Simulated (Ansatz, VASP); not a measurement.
One calculation of HC8, two programs

INCAR

```
PREC = Accurate
ENCUT = 520
EDIFF = 1E-6
ISMEAR = 0
SIGMA = 0.1
LREAL = F
LASPH = T
NELM = 150
ALGO = Normal
ISIF = 2
LWAVE = F
LCHARG = F
ISPIN = 2
MAGMOM = 0 0 0 0 0 0 0 0 1
LORBIT = 11
LDIPOL = T
IDIPOL = 3
DIPOL = 0.5 0.5 0.246
GGA = PE
IVDW = 12
NBANDS = 30
```

KPOINTS

```
Automatic mesh
0
Gamma
  6 6 1
```

Contents of POSCAR:

```
HC8
1.0
    4.9313048824     -0.0000000001      0.0000000000
   -2.4656524412      4.2706353020      0.0000000000
    0.0000000000      0.0000000000     17.0000331944
C H
8 1
Direct
    0.3333333333      0.1666666667      0.2352956108
    0.3333333333      0.6666666667      0.2352956108
    0.8333333333      0.1666666667      0.2352956108
    0.8333333333      0.6666666667      0.2352956108
    0.1666666667      0.3333333333      0.2352936582
    0.1666666667      0.8333333333      0.2352936582
    0.6666666667      0.3333333333      0.2352936582
    0.6666666667      0.8333333333      0.2352936582
    0.5833333333      0.1666666667      0.3311777765
```

Input for Ansatz:

```yaml
crystal:
  lattice:
    - [4.9313048824, -1.0e-10, 0.0]
    - [-2.4656524412, 4.270635302, 0.0]
    - [0.0, 0.0, 17.0000331944]
  atoms:
    - { symbol: C, position: [0.3333333333, 0.1666666667, 0.2352956108] }
    - { symbol: C, position: [0.3333333333, 0.6666666667, 0.2352956108] }
    - { symbol: C, position: [0.8333333333, 0.1666666667, 0.2352956108] }
    - { symbol: C, position: [0.8333333333, 0.6666666667, 0.2352956108] }
    - { symbol: C, position: [0.1666666667, 0.3333333333, 0.2352936582] }
    - { symbol: C, position: [0.1666666667, 0.8333333333, 0.2352936582] }
    - { symbol: C, position: [0.6666666667, 0.3333333333, 0.2352936582] }
    - { symbol: C, position: [0.6666666667, 0.8333333333, 0.2352936582] }
    - { symbol: H, position: [0.5833333333, 0.1666666667, 0.3311777765], spin: 1.0 }
basis:
  ecutwfc: 420
kpoints:
  mp_grid: { grid: [6, 6, 1] }
hamiltonian:
  xc: pbe
  pseudopotentials: { kind: paw, azcp: { folder: soft_1 } }
  dispersion: d3bj
scf:
  occupations: { method: gaussian, width: 0.1 }
output:
  forces: true
  eigenvalues: true
  populations: true
magnetization:
  spin_polarized: true
efield:
  axis: 3
  dipole_correction: true
  ramp_width: 0.04
```

Alike in both runs: task single point; functional PBE; dispersion D3(BJ); k mesh 6 × 6 × 1; occupations gaussian, width 0.1 eV; collinear spin.

|  | VASP | Ansatz |
| --- | --- | --- |
| version | VASP 6.6.1 | Ansatz 0.2.0 |
| potentials or method | VASP PAW PBE potentials, release 64 (C, H), cutoff 520 eV | scalar-relativistic, plane waves, PAW |
| valence electrons in the cell | 33 | 33 |

|  | VASP | Ansatz | Ansatz less VASP |
| --- | --- | --- | --- |
| gap on the k mesh at the Fermi level (eV) | 0.15 | 0.15 | -0.002 |
| least direct gap on the mesh (eV) | 0.19 | 0.18 | -0.004 |
| rms of the force components (eV/Å) | 0.321 | 0.320 | -0.0007 |
| net moment per atom (μB) | 0.11 | 0.11 | 0.000 |
| size of the moment on the site where the two differ most (μB) | 0.31 | 0.46 | +0.150 |

Site moments also hang on the region over which each program counts them. Atom by atom the forces differ by 0.001 eV/Å (rms over components).
